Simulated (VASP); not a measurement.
# LuTi3F (Pm-3m) in VASP: further runs, part 2 of 2

VASP 6.6.1. Earlier steps stand in the parts before.

## 3. Single point, PBE, collinear spin

This run uses another cell than the first one, of 17.13 Å³/atom.

Input file INCAR:

```
PREC     = Accurate       # precision mode
ENCUT    = 520            # plane-wave cutoff, eV
EDIFF    = 1E-7           # SCF threshold, eV
ISMEAR   = 0              # smearing method
SIGMA    = 0.1            # smearing width, eV
LREAL    = F              # projectors in reciprocal space
LASPH    = T              # aspherical terms in the spheres
NELM     = 150            # most SCF steps
ALGO     = Normal         # electronic algorithm
ISIF     = 2              # what is computed and relaxed
LWAVE    = F              # write WAVECAR
LCHARG   = T              # write CHGCAR
ISPIN    = 2              # spin polarisation
MAGMOM   = 0 1 1 1 0      # initial moments
LORBIT   = 11             # projections on sites
LMAXMIX  = 4              # l up to which the mixer works
GGA      = PE             # functional
LELF     = T              # ELF
LVHAR    = T            
NBANDS   = 46             # bands
```

Input file KPOINTS:

```
Automatic mesh
0
Gamma
  4 4 4
```

Input file POSCAR:

```
LuTi3F
1.0
    4.4079208096      0.0000000000      0.0000000000
    0.0000000000      4.4079208096      0.0000000000
    0.0000000000      0.0000000000      4.4079208096
Lu Ti F
1 3 1
Direct
    0.5000000000      0.5000000000      0.5000000000
    0.5000000000      0.0000000000      0.0000000000
    0.0000000000      0.5000000000      0.0000000000
    0.0000000000      0.0000000000      0.5000000000
    0.0000000000      0.0000000000      0.0000000000
```

Potentials or basis: VASP PAW PBE potentials, release 64 (Lu, Ti_sv, F).

Run with:

```sh
cat potpaw_PBE.64/Lu/POTCAR potpaw_PBE.64/Ti_sv/POTCAR potpaw_PBE.64/F/POTCAR > POTCAR
mpirun -np 1 vasp_std > vasp.out
```

OUTCAR:

```text
PREC = Accurate
   ENCUT = 520
   EDIFF = 1E-7
   ISMEAR = 0
   LREAL = F
   LASPH = T
   NELM = 150
   ISIF = 2
   ISPIN = 2
   LORBIT = 11
   GGA = PE

 ion  position               nearest neighbor table
   1  0.500  0.500  0.500-   2 3.12   3 3.12   4 3.12   2 3.12   3 3.12   2 3.12   4 3.12   2 3.12
                             3 3.12   4 3.12   3 3.12   4 3.12
   2  0.500  0.000  0.000-   5 2.20   5 2.20   1 3.12   1 3.12   1 3.12   1 3.12
   3  0.000  0.500  0.000-   5 2.20   5 2.20   1 3.12   1 3.12   1 3.12   1 3.12
   4  0.000  0.000  0.500-   5 2.20   5 2.20   1 3.12   1 3.12   1 3.12   1 3.12
   5  0.000  0.000  0.000-   2 2.20   3 2.20   4 2.20   4 2.20   3 2.20   2 2.20

  LATTYP: Found a simple cubic cell.
 ALAT       =     4.4079208096

  Lattice vectors:

 A1 = (   4.4079208096,   0.0000000000,   0.0000000000)
 A2 = (   0.0000000000,   4.4079208096,   0.0000000000)
 A3 = (   0.0000000000,   0.0000000000,   4.4079208096)

Analysis of symmetry for initial positions (statically):
=====================================================================
 Subroutine PRICEL returns:
 Original cell was already a primitive cell.

 Routine SETGRP: Setting up the symmetry group for a
 simple cubic supercell.

 Subroutine GETGRP returns: Found 48 space group operations
 (whereof 48 operations were pure point group operations)
 out of a pool of 48 trial point group operations.

The static configuration has the point symmetry O_h .

Analysis of symmetry for dynamics (positions and initial velocities):
=====================================================================
 Subroutine PRICEL returns:
 Original cell was already a primitive cell.

 Routine SETGRP: Setting up the symmetry group for a
 simple cubic supercell.

 Subroutine GETGRP returns: Found 48 space group operations
 (whereof 48 operations were pure point group operations)
 out of a pool of 48 trial point group operations.

The dynamic configuration has the point symmetry O_h .

Analysis of structural, dynamic, and magnetic symmetry:
=====================================================================
 Subroutine PRICEL returns:
 Original cell was already a primitive cell.

 Routine SETGRP: Setting up the symmetry group for a
 simple cubic supercell.

 Subroutine GETGRP returns: Found 48 space group operations
 (whereof 48 operations were pure point group operations)
 out of a pool of 48 trial point group operations.

The overall configuration has the point symmetry O_h .

 Subroutine INISYM returns: Found 48 space group operations
 (whereof 48 operations are pure point group operations),
 and found     1 'primitive' translations

----------------------------------------------------------------------------------------

                                     Primitive cell

  volume of cell :      85.6449

  direct lattice vectors                    reciprocal lattice vectors
     4.407920810  0.000000000  0.000000000     0.226864330  0.000000000  0.000000000
[... 79 lines left out ...]
   EDIFFG = 0.1E-05   stopping-criterion for IOM
   NSW    =      0    number of steps for IOM
   IBRION =     -1    ionic relax: 0-MD 1-quasi-New 2-CG
   NFREE  =      0    steps in history (QN), initial steepest desc. (CG)
   ISIF   =      2    stress and relaxation
   ISYM   =      2    0-nonsym 1-usesym 2-fastsym
   POTIM  = 0.5000    time-step for ionic-motion
   TEBEG  =    0.0;   TEEND  =   0.0 temperature during run
   PSTRESS=    0.0 pullay stress
   NELECT =      68.0000    total number of electrons
   NUPDOWN=      -1.0000    fix difference up-down
   EMIN   =  10.00;   EMAX   =-10.00  energy-range for DOS
   EFERMI =   0.00;   METHOD = LEGACY
   ISMEAR =     0;   SIGMA  =   0.10  broadening in eV -4-tet -1-fermi 0-gaus
   EFERMI_NEDOS =   21; number of points for ismear=-14 and -15
   IALGO  =     38    algorithm
   IMIX   =      4    mixing-type and parameters
     AMIX     =   0.40;   BMIX     =  1.00
     AMIX_MAG =   1.60;   BMIX_MAG =  1.00
  volume/ion in A,a.u.               =      17.13       115.59
  Fermi-wavevector in a.u.,A,eV,Ry     =   1.515924  2.864680 31.266525  2.298025
  Thomas-Fermi vector in A             =   2.625382
   LORBIT       =     11    0 simple, 1 ext, 2 COOP (PROOUT), +10 PAW based schemes
   GGA     = PE    functional components
   LHFCALC =     F    Hartree Fock is set to
   AEXX    =    0.0000 exact exchange contribution
   IVDW    =     0    specifies the selected vdW correction
   LEPSILON=     F    determine dielectric tensor
   LRPA    =     F    only Hartree local field effects (RPA)
 spin polarized calculation
 Gauss-broadening in eV      SIGMA  =   0.10
  energy-cutoff  :      520.00
  volume of cell :       85.64
 maximum number of plane-waves:      2325
 NGX is ok and might be reduce to    36
   NGX = 17   NGY = 17   NGZ = 17

 number of electron      67.9999982 magnetization       0.0006122

 number of electron      67.9999982 magnetization      -0.0000761

 Free energy of the ion-electron system (eV)
  ---------------------------------------------------
  ext. energy  EPLUGINS =         0.00000000
  ---------------------------------------------------
  free energy    TOTEN  =       -32.32710604 eV

  energy without entropy =      -32.30116382  energy(sigma->0) =      -32.31413493

 E-fermi :   6.6338     XC(G=0): -11.4134

 val. band max:        6.5734089612   @ k =   0.5000   0.5000   0.2500
 cond. band min:       6.6359419659   @ k =   0.2500   0.2500   0.2500
 fundamental gap:      0.0625330046
 Fermi energy:         6.6337895247

 spin component 1

 k-point     1 :       0.0000    0.0000    0.0000
  band No.  band energies     occupation
      1     -50.5873      1.00000
      2     -50.5292      1.00000
      3     -50.5292      1.00000
      4     -48.7168      1.00000
      5     -27.0690      1.00000
      6     -27.0690      1.00000
[... 479 lines left out ...]
     45       9.0830      0.00000
     46      10.4656      0.00000
 Fermi energy:         6.6337895247

 spin component 2

 k-point     1 :       0.0000    0.0000    0.0000
  band No.  band energies     occupation
      1     -50.5873      1.00000
      2     -50.5292      1.00000
      3     -50.5292      1.00000
      4     -48.7168      1.00000
      5     -27.0690      1.00000
      6     -27.0690      1.00000
[... 479 lines left out ...]
     45       9.0830      0.00000
     46      10.4655      0.00000

------------------------ aborting loop because EDIFF is reached ----------------------------------------

  FORCE on cell =-STRESS in cart. coord.  units (eV):
  Direction    XX          YY          ZZ          XY          YZ          ZX
  --------------------------------------------------------------------------------------
  -------------------------------------------------------------------------------------
  Total        0.0230647      0.0230647      0.0230647      0.0000000     -0.0000000     -0.0000000
  in kB        0.4314758      0.4314758      0.4314758      0.0000000     -0.0000000     -0.0000000
  external PRESSURE =       0.4314758 kB  Pullay stress =       0.0000000 kB

 VOLUME and BASIS-vectors are now :
 -----------------------------------------------------------------------------
  energy-cutoff  :      520.00
  volume of cell :       85.64
      direct lattice vectors                 reciprocal lattice vectors
     4.407920810  0.000000000  0.000000000     0.226864330  0.000000000  0.000000000
     0.000000000  4.407920810  0.000000000     0.000000000  0.226864330  0.000000000
     0.000000000  0.000000000  4.407920810     0.000000000  0.000000000  0.226864330

 POSITION                                       TOTAL-FORCE (eV/Angst)
 -----------------------------------------------------------------------------------
      2.20396      2.20396      2.20396         0.000000      0.000000      0.000000
      2.20396      0.00000      0.00000         0.000000      0.000000      0.000000
      0.00000      2.20396      0.00000         0.000000      0.000000      0.000000
      0.00000      0.00000      2.20396         0.000000      0.000000      0.000000
      0.00000      0.00000      0.00000         0.000000      0.000000      0.000000
 -----------------------------------------------------------------------------------
    total drift:                                0.000000      0.000000      0.000000

  FREE ENERGIE OF THE ION-ELECTRON SYSTEM (eV)
  ---------------------------------------------------
  free  energy   TOTEN  =       -32.3271060392 eV

  energy  without entropy=      -32.3011638170  energy(sigma->0) =      -32.31413493

 total charge

# of ion       s       p       d       f       tot
--------------------------------------------------
    1        2.328   6.107   0.909  13.948  23.292
    2        2.199   6.078   1.916   0.000  10.192
    3        2.199   6.078   1.916   0.000  10.192
    4        2.199   6.078   1.916   0.000  10.192
    5        1.739   4.365   0.000   0.000   6.104
--------------------------------------------------
tot         10.663  28.705   6.657  13.948  59.974

 magnetization (x)

# of ion       s       p       d       f       tot
--------------------------------------------------
    1       -0.000  -0.000  -0.000  -0.000  -0.000
    2       -0.000  -0.000  -0.000   0.000  -0.000
    3       -0.000  -0.000  -0.000   0.000  -0.000
    4       -0.000  -0.000  -0.000   0.000  -0.000
    5        0.000   0.000   0.000   0.000   0.000
--------------------------------------------------
tot         -0.000   0.000  -0.000  -0.000  -0.000
```

It took 1.7 min on 1 thread of Intel Xeon Platinum 8259CL at 2.50GHz (Skylake/Cascade Lake), shared host; peak memory 0.28 GiB.

What came out:

| Quantity | Value |
| --- | --- |
| Free energy | -32.3271 eV |
| Pressure | 0.0 GPa |
| Band gap on the k mesh | zero (filled and empty bands overlap) |
| Net moment | 0.00 μB per cell |
| Valence electrons inside the program's atomic spheres | Lu 23.29; Ti 10.19; F 6.10 |

Levels at points of the mesh, in eV from the Fermi level:
Spin up:
```tsv
k point	band 31	band 32	band 33	band 34	band 35	band 36
(0.00, 0.00, 0.00)	-1.79	-1.79	-1.79	0.64	0.64	0.64
(0.50, 0.00, 0.00)	-1.08	-0.66	-0.66	-0.29	0.21	0.21
(0.50, 0.50, 0.00)	-1.17	-0.58	-0.58	-0.24	0.03	0.03
(0.50, 0.50, 0.50)	-1.84	0.26	0.26	0.26	0.40	0.40
```
Spin down:
```
           k point  band 30  band 31  band 32  band 33  band 34  band 35  band 36  band 37
(0.00, 0.00, 0.00)    -2.35    -1.79    -1.79    -1.79     0.64     0.64     0.64     0.81
(0.50, 0.00, 0.00)    -1.34    -1.08    -0.66    -0.66    -0.29     0.21     0.21     0.45
(0.50, 0.50, 0.00)    -1.57    -1.17    -0.58    -0.58    -0.24     0.03     0.03     0.28
(0.50, 0.50, 0.50)    -1.84    -1.84     0.26     0.26     0.26     0.40     0.40     0.40
```

Caveat: spin-orbit coupling is left out, which moves the levels of the heavy elements.

## 4. Single point, PBE, collinear spin

This run uses another cell than the first one, of 17.64 Å³/atom.

Input file INCAR:

```
PREC = Accurate ; ENCUT = 520
EDIFF = 1E-7 ; ISMEAR = 0
SIGMA = 0.1 ; LREAL = F
LASPH = T ; NELM = 150
ALGO = Normal ; ISIF = 2
LWAVE = F ; LCHARG = F
ISPIN = 2 ; MAGMOM = 0 1 1 1 0
LORBIT = 11 ; LMAXMIX = 4
GGA = PE ; NBANDS = 46
```

KPOINTS is that of step 3.

Changes to POSCAR since step 3:

```diff
@@ -2,5 +2,5 @@
 1.0
-    4.4079208096      0.0000000000      0.0000000000
-    0.0000000000      4.4079208096      0.0000000000
-    0.0000000000      0.0000000000      4.4079208096
+    4.4514206100      0.0000000000      0.0000000000
+    0.0000000000      4.4514206100      0.0000000000
+    0.0000000000      0.0000000000      4.4514206100
 Lu Ti F
```

Run with:

```sh
cat potpaw_PBE.64/Lu/POTCAR potpaw_PBE.64/Ti_sv/POTCAR potpaw_PBE.64/F/POTCAR > POTCAR
mpirun -np 1 vasp_std > vasp.out
```

Run time: 98 s. Hardware: 1 thread of Intel Xeon Platinum 8259CL at 2.50GHz (Skylake/Cascade Lake), shared host; peak memory 0.28 GiB.

Results (log left out):

```yaml
Free_energy: -32.3088 eV
Pressure: -2.5 GPa
Band_gap_on_the_k_mesh: zero (filled and empty bands overlap)
Net_moment: 0.00 μB per cell
Valence_electrons_inside_the_program's_atomic_spheres: Lu 23.25; Ti 10.16; F 6.10
```

Levels at points of the mesh, in eV from the Fermi level:
Spin up:
```tsv
k point	band 31	band 32	band 33	band 34	band 35	band 36
(0.00, 0.00, 0.00)	-1.71	-1.71	-1.71	0.62	0.62	0.62
(0.50, 0.00, 0.00)	-1.02	-0.65	-0.65	-0.26	0.21	0.21
(0.50, 0.50, 0.00)	-1.16	-0.55	-0.55	-0.24	0.03	0.03
(0.50, 0.50, 0.50)	-1.79	0.26	0.26	0.26	0.33	0.33
```
Spin down:
```
           k point  band 30  band 31  band 32  band 33  band 34  band 35  band 36  band 37
(0.00, 0.00, 0.00)    -2.26    -1.71    -1.71    -1.71     0.62     0.62     0.62     0.73
(0.50, 0.00, 0.00)    -1.27    -1.02    -0.65    -0.65    -0.26     0.21     0.21     0.42
(0.50, 0.50, 0.00)    -1.58    -1.16    -0.55    -0.55    -0.24     0.03     0.03     0.26
(0.50, 0.50, 0.50)    -1.79    -1.79     0.26     0.26     0.26     0.33     0.33     0.33
```

Caveat: spin-orbit coupling is left out, which moves the levels of the heavy elements.

## 5. Relaxation of cell and atoms, PBE

This run uses another cell than the first one, of 17.13 Å³/atom.

Input file INCAR:

```
  PREC = Accurate
  ENCUT = 600
  EDIFF = 1E-6
  ISMEAR = 0
  SIGMA = 0.1
  LREAL = F
  LASPH = T
  NELM = 80
  ALGO = Normal
  ISIF = 3
  LWAVE = F
  LCHARG = F
  GGA = PE
  IBRION = 2
  NSW = 100
  EDIFFG = -0.01
```

Input file KPOINTS:

```
Automatic mesh
0
Gamma
  8 8 8
```

Changes to POSCAR since step 4:

```diff
@@ -2,5 +2,5 @@
 1.0
-    4.4514206100      0.0000000000      0.0000000000
-    0.0000000000      4.4514206100      0.0000000000
-    0.0000000000      0.0000000000      4.4514206100
+    4.4079208096      0.0000000000      0.0000000000
+    0.0000000000      4.4079208096      0.0000000000
+    0.0000000000      0.0000000000      4.4079208096
 Lu Ti F
```

Run with:

```sh
cat potpaw_PBE.64/Lu/POTCAR potpaw_PBE.64/Ti_sv/POTCAR potpaw_PBE.64/F/POTCAR > POTCAR
mpirun -np 1 vasp_std > vasp.out
```

It took 3.6 min on 1 thread of Intel Xeon Platinum 8259CL at 2.50GHz (Skylake/Cascade Lake), shared host; peak memory 0.31 GiB.

The run converged. Its results:

```yaml
Free_energy: -32.3041 eV
Relaxed_volume: 17.08 Å³/atom
Relaxed_cell: a = 4.404 Å, b = 4.404 Å, c = 4.404 Å, α = 90.00°, β = 90.00°, γ = 90.00°
Space_group_after_relaxing_to_0.1_Å: Pm-3m (No. 221)
Energy_gained_by_relaxing: 0.0 meV/atom
Ionic_steps: 2
Pressure_after_relaxing: 0.0 GPa
Band_gap_on_the_k_mesh: zero (bands 34 and 35 overlap by 0.89 eV)
```

The path:
| step | energy change (eV) | largest force (eV/Å) | pressure (GPa) | volume (Å³) |
| --- | --- | --- | --- | --- |
| 1 | 0.0000 | 0.0000 | -0.19 | 85.64 |
| 2 | -0.0002 | 0.0000 | 0.01 | 85.39 |

Final structure:
```cif
data_structure
_symmetry_space_group_name_H-M 'P 1'
_symmetry_Int_Tables_number 1
_cell_length_a 4.4035
_cell_length_b 4.4035
_cell_length_c 4.4035
_cell_angle_alpha 90.000
_cell_angle_beta 90.000
_cell_angle_gamma 90.000
_cell_volume 85.39
loop_
_atom_site_label
_atom_site_type_symbol
_atom_site_fract_x
_atom_site_fract_y
_atom_site_fract_z
_atom_site_occupancy
Lu1 Lu 0.50000 0.50000 0.50000 1
Ti1 Ti 0.50000 0.00000 0.00000 1
Ti2 Ti 0.00000 0.50000 0.00000 1
Ti3 Ti 0.00000 0.00000 0.50000 1
F1 F 0.00000 0.00000 0.00000 1
```

Levels at points of the mesh, in eV from the Fermi level:
```
           k point  band 30  band 31  band 32  band 33  band 34  band 35  band 36  band 37  band 38  band 39
(0.00, 0.00, 0.00)    -2.34    -1.78    -1.78    -1.78     0.66     0.66     0.66     0.83     1.57     1.57
(0.50, 0.00, 0.00)    -1.33    -1.07    -0.65    -0.65    -0.28     0.22     0.22     0.47     1.15     1.29
(0.50, 0.50, 0.00)    -1.56    -1.15    -0.57    -0.57    -0.22     0.04     0.04     0.29     0.39     1.13
(0.50, 0.50, 0.50)    -1.83    -1.83     0.28     0.28     0.28     0.42     0.42     0.42     1.06     1.06
```

Caveat: spin-orbit coupling is left out, which moves the levels of the heavy elements.

## 6. Overview

| task | spin | cell | k mesh | cutoff (eV) | gap on the mesh (eV) | pressure (GPa) | moment (μB) |
| --- | --- | --- | --- | --- | --- | --- | --- |
| single point | off | a = 4.402 Å, 5 atoms | 8 × 8 × 8 | 520 | none | 0.3 | - |
| single point | collinear | a = 4.408 Å, 5 atoms | 4 × 4 × 4 | 520 | none | 0.0 | 0.00 |
| single point | collinear | a = 4.451 Å, 5 atoms | 4 × 4 × 4 | 520 | none | -2.5 | 0.00 |
| relaxation of cell and atoms | off | relaxed from a = 4.408 Å, 5 atoms | 8 × 8 × 8 | 600 | none | 0.0 | - |

Alike in all rows: level PBE; potentials or basis VASP PAW PBE potentials, release 64 (Lu, Ti_sv, F); smearing gaussian 0.1 eV.

Caveats: spin-orbit coupling is left out, which moves the levels of the heavy elements.

Total energies depend on the potentials used, so only differences within one code and one set of settings carry meaning.

The gap in the log of VASP goes by the Fermi energy; the results here count the filled bands.